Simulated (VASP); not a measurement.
Runs of VASP 6.6.1 on Ca. The structure is that of space group I4/mmm (No. 139), or close to it. The cells are those of the table. 

```csv
cell,gap on the mesh (eV),pressure (GPa)
"a = 3.964, b = 3.964, c = 3.635 Å, angles 62.7, 62.7, 54.6°, 1 atom",none,1.0
"a = 3.880, b = 3.880, c = 3.635 Å, angles 62.1, 62.1, 55.9°, 1 atom",none,1.8
"a = 3.797, b = 3.797, c = 3.635 Å, angles 61.4, 61.4, 57.2°, 1 atom",none,2.8
"a = 4.189, b = 4.189, c = 4.268 Å, angles 59.4, 59.4, 61.2°, 1 atom",none,(a)
"a = 3.797, b = 3.797, c = 3.952 Å, angles 58.6, 58.6, 62.7°, 1 atom",none,0.9
"a = 3.715, b = 3.715, c = 3.794 Å, angles 59.3, 59.3, 61.4°, 1 atom",none,2.8
```

Alike in all rows: task single point; level PBE; potentials or basis VASP PAW PBE potentials, release 64 (Ca_sv); no spin polarisation; k mesh 14 × 14 × 14; cutoff (eV) 520; smearing gaussian 0.15 eV.

Problem. Estimate the missing entries.

Solution. (a) -2.7.

A gap of «none» marks levels without a gap at the run's occupations.
